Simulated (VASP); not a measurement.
A run of VASP 6.6.1 is set up as follows.

INCAR

```
SYSTEM = AlGa3N4
PREC = Accurate
ENCUT = 520
EDIFF = 1E-7
ISMEAR = 0
SIGMA = 0.02
LREAL = .FALSE.
LASPH = .TRUE.
NELM = 60
ALGO = Normal
ISIF = 2
LWAVE = .FALSE.
LCHARG = .FALSE.
GGA = PS
NBANDS = 41
```

KPOINTS

```
Automatic mesh
0
G
  6 6 6
  0 0 0
```

POSCAR

```
AlGa3N4
1.0
    4.3143286955      0.0000000000      0.0000000000
    0.0000000000      4.3143286955      0.0000000000
    0.0000000000      0.0000000000      4.3143286955
Al Ga N
1 3 4
Direct
    0.0000000000      0.0000000000      0.0000000000
    0.5000000000      0.5000000000      0.0000000000
    0.5000000000      0.0000000000      0.5000000000
    0.0000000000      0.5000000000      0.5000000000
    0.7552093412      0.7552093412      0.2447906588
    0.7552093412      0.2447906588      0.7552093412
    0.2447906588      0.7552093412      0.7552093412
    0.2447906588      0.2447906588      0.2447906588
```

Potentials or basis: VASP PAW PBE potentials, release 64 (Al, Ga_d, N).

Command:

```sh
$ cat potpaw_PBE.64/Al/POTCAR potpaw_PBE.64/Ga_d/POTCAR potpaw_PBE.64/N/POTCAR > POTCAR
$ mpirun -np 1 vasp_std > vasp.out
```

(1) What does it give for the band gap on the k mesh?

(2) What does it give for the largest force?

(3) Predict the pressure.

Answers

(1) 3.05 eV, direct.

(2) 0.028 eV/Å.

(3) 24.8 GPa.

Caveat: the PAW data sets were made with another functional, which shifts forces and pressure a little.
